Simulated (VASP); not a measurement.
Cu, 1 atom in the cell. The structure is orthorhombic, space group Fmmm (No. 69). Conventional cell: a = 3.073 Å, b = 3.615 Å, c = 4.157 Å, α = 90.00°, β = 90.00°, γ = 90.00°. Cu (site symmetry mmm) has 14 Cu at 2.37 to 3.07 Å within 3.1 Å.  This cell differs from its parent crystal: strain -0.1500 x Voigt [1, -1, 0, 0, 0, 0].

| Item | Value |
| --- | --- |
| Program | VASP 6.6.1 |
| Task | single point |
| Functional | PBE |
| Potentials or basis | VASP PAW PBE potentials, release 64 (Cu) |
| Cutoff | 520 eV |
| k mesh | 22 × 22 × 22 |
| Occupations | gaussian, width 0.15 eV |
| Spin | no spin polarisation |
| Dipole correction | no |
| Further INCAR settings | ALGO = Fast; EDIFF = 1e-06; NBANDS = 12 |

Potentials or basis: VASP PAW PBE potentials, release 64 (Cu).

Run with:

```sh
$ cat potpaw_PBE.64/Cu/POTCAR > POTCAR
$ mpirun -np 1 vasp_std > vasp.out
```

Hardware: 1 thread of Intel(R) Xeon(R) Platinum 8488C (Sapphire Rapids), on a shared host.

**Question.** How long does it take, and how much memory?

**Answer.** Wall time 2.2 min on 1 thread of Intel(R) Xeon(R) Platinum 8488C (Sapphire Rapids), on a shared host, peak memory 0.3 GiB. Counts: scf iterations 13, k points 1530.
